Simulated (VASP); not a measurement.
Runs of VASP 6.6.1 on AgCl. The structure is that of space group Fm-3m (No. 225), or close to it. The cells are those of the table. 

```csv
cell,gap on the mesh (eV),pressure (GPa)
"a = 3.927 Å, angles 60.0°, 2 atoms",(d),1.3
"a = 4.007 Å, angles 60.0°, 2 atoms",0.93,-1.2
"a = 4.095 Å, angles 60.0°, 2 atoms",0.97,(c)
"a = 3.967 Å, angles 60.0°, 2 atoms",0.92,-0.1
"a = 4.045 Å, angles 60.0°, 2 atoms",(b),-2.2
"a = 3.886 Å, angles 60.0°, 2 atoms",(a),2.9
```

Alike in all rows: task single point; level PBE; potentials or basis VASP PAW PBE potentials, release 64 (Ag, Cl); no spin polarisation; k mesh 8 × 8 × 8; cutoff (eV) 500; smearing gaussian 0.02 eV.

Q: Fill in the values left out.

A: (a) 0.90; (b) 0.95; (c) -3.2; (d) 0.91.

Caveats: the cell stands under tension (at least some runs).

A k mesh can miss the band edges, and the runs leave out spin-orbit coupling on Ag.
